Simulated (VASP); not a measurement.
## SiO2: relaxation of cell and atoms with PBE

The system is SiO2.

```
CELL_PARAMETERS angstrom
4.97559 0.00000 0.00000
0.00000 4.97559 0.00000
0.00000 0.00000 6.90089
ATOMIC_POSITIONS crystal
Si 0.19675 0.19675 0.00000
Si 0.30325 0.69675 0.75000
Si 0.69675 0.30325 0.25000
Si 0.80325 0.80325 0.50000
O 0.61039 0.73824 0.68204
O 0.38961 0.26176 0.18204
O 0.73824 0.61039 0.31796
O 0.23824 0.88961 0.93204
O 0.26176 0.38961 0.81796
O 0.11039 0.76176 0.56796
O 0.88961 0.23824 0.06796
O 0.76176 0.11039 0.43204
```

- Program: VASP 6.6.1
- Task: relaxation of cell and atoms
- Functional: PBE
- Potentials or basis: VASP PAW PBE potentials, release 64 (Si, O)
- Cutoff: 600 eV
- k mesh: 6 × 6 × 4
- Occupations: gaussian, width 0.02 eV
- Spin: no spin polarisation
- Dipole correction: no
- Further INCAR settings: ALGO = Normal; EDIFF = 1e-06; IBRION = 2; EDIFFG = -0.005; NSW = 100; ISIF = 3

| Quantity | Value |
| --- | --- |
| Relaxed volume | 15.34 Å³/atom |
| Relaxed cell | a = 5.088 Å, b = 5.088 Å, c = 7.108 Å, α = 90.00°, β = 90.00°, γ = 90.00° |
| Space group after relaxing (to 0.1 Å) | P4_32_12 (No. 96) |
| Energy gained by relaxing | 7.0 meV/atom |
| Ionic steps | 40 |
| Pressure after relaxing | 0.0 GPa |
| Largest force after relaxing | 0.005 eV/Å |
| Band gap on the k mesh | 5.51 eV |

Forces on the atoms (eV/Å):
```
Si  -0.002 -0.002  0.000
Si   0.002 -0.002  0.000
Si  -0.002  0.002  0.000
Si   0.002  0.002  0.000
O    0.001 -0.005  0.001
O   -0.001  0.005  0.001
O   -0.005  0.001 -0.001
O   -0.005 -0.001  0.001
O    0.005 -0.001 -0.001
O    0.001  0.005 -0.001
O   -0.001 -0.005 -0.001
O    0.005  0.001  0.001
```

The path:
| step | energy change (eV) | largest force (eV/Å) | pressure (GPa) | volume (Å³) |
| --- | --- | --- | --- | --- |
| 1 | 0.0000 | 0.2707 | 4.66 | 170.84 |
| 2 | 0.0618 | 0.4395 | -5.69 | 181.28 |
| 3 | -0.0659 | 0.0409 | 0.02 | 175.10 |
| 4 | -0.0659 | 0.0351 | 0.10 | 175.02 |
| 5 | -0.0665 | 0.0401 | 0.10 | 175.15 |
| 6 | -0.0678 | 0.0863 | 0.09 | 175.55 |
| 7 | -0.0679 | 0.2012 | 0.05 | 176.35 |
| 8 | -0.0683 | 0.1423 | 0.08 | 175.95 |
| 9 | -0.0684 | 0.1413 | 0.09 | 175.96 |
| 10 | -0.0687 | 0.1372 | 0.08 | 176.02 |
| 11 | -0.0692 | 0.1293 | 0.08 | 176.13 |
| 12 | -0.0702 | 0.1145 | 0.06 | 176.36 |
| 13 | -0.0717 | 0.0880 | 0.02 | 176.81 |
| 14 | -0.0735 | 0.0669 | -0.08 | 177.72 |
| 15 | -0.0738 | 0.0755 | -0.07 | 178.06 |
| 16 | -0.0738 | 0.0832 | -0.09 | 178.25 |
| 17 | -0.0743 | 0.0800 | -0.06 | 178.44 |
| 18 | -0.0757 | 0.0804 | 0.03 | 178.99 |
| 19 | -0.0770 | 0.1167 | 0.19 | 180.10 |
| 20 | -0.0779 | 0.0989 | 0.16 | 180.42 |
| 21 | -0.0797 | 0.0755 | 0.08 | 181.37 |
| 22 | -0.0788 | 0.1911 | -0.11 | 183.29 |
| 23 | -0.0800 | 0.0995 | -0.01 | 182.11 |
| 24 | -0.0810 | 0.0796 | -0.05 | 182.63 |
| 25 | -0.0823 | 0.0346 | -0.23 | 184.21 |
| 26 | -0.0823 | 0.0328 | -0.26 | 184.39 |
| 27 | -0.0823 | 0.0340 | -0.25 | 184.28 |
| 28 | -0.0827 | 0.0324 | -0.09 | 184.14 |
| 29 | -0.0829 | 0.0356 | 0.07 | 183.98 |
| 30 | -0.0829 | 0.0372 | 0.13 | 183.94 |
| 31 | -0.0832 | 0.0258 | 0.11 | 183.95 |
| 32 | -0.0836 | 0.0429 | 0.06 | 184.01 |
| 33 | -0.0838 | 0.0112 | 0.01 | 184.06 |
| 34 | -0.0838 | 0.0093 | -0.01 | 184.09 |
| 35 | -0.0838 | 0.0096 | -0.01 | 184.09 |
| 36 | -0.0838 | 0.0082 | -0.02 | 184.09 |
| 37 | -0.0838 | 0.0055 | -0.03 | 184.09 |
| 38 | -0.0839 | 0.0111 | -0.04 | 184.08 |
| 39 | -0.0839 | 0.0080 | -0.04 | 184.08 |
| 40 | -0.0839 | 0.0049 | -0.02 | 184.05 |

Final structure:
```xyz
12
Lattice="5.0885 0.0000 0.0000 0.0000 5.0885 0.0000 0.0000 0.0000 7.1081" Properties=species:S:1:pos:R:3 pbc="T T T"
Si    1.0509    1.0509    7.1081
Si    1.4933    3.5951    5.3311
Si    3.5951    1.4933    1.7770
Si    4.0376    4.0376    3.5540
O     3.0138    3.7732    4.7874
O     2.0747    1.3153    1.2334
O     3.7732    3.0138    2.3207
O     1.2290    4.6189    6.5644
O     1.3153    2.0747    5.8747
O     0.4696    3.8595    4.0977
O     4.6189    1.2290    0.5437
O     3.8595    0.4696    3.0104
```

Levels at points of the mesh, in eV from the valence-band top:
```csv
k point,band 28,band 29,band 30,band 31,band 32,band 33,band 34,band 35,band 36,band 37
"(0.00, 0.00, 0.00)",-1.13,-0.66,-0.24,-0.24,0.00,5.51,8.66,8.66,8.87,8.87
"(0.50, 0.00, 0.00)",-1.01,-0.64,-0.64,-0.45,-0.45,7.48,7.48,9.11,9.11,9.40
"(0.50, 0.50, 0.00)",-1.31,-0.59,-0.59,-0.56,-0.56,8.49,8.49,8.58,8.58,9.72
"(0.00, 0.00, 0.50)",-0.72,-0.49,-0.49,-0.39,-0.39,6.70,6.70,9.31,9.31,9.34
"(0.50, 0.00, 0.50)",-0.97,-0.92,-0.92,-0.15,-0.15,7.71,7.71,8.70,8.70,9.09
"(0.50, 0.50, 0.50)",-1.33,-0.65,-0.65,-0.65,-0.65,9.01,9.01,9.01,9.01,9.52
```

Run time: 27 min on 1 thread of Intel(R) Xeon(R) 6975P-C (Granite Rapids), with other jobs on the host, peak memory 0.39 GiB.

A k mesh can miss the band edges.
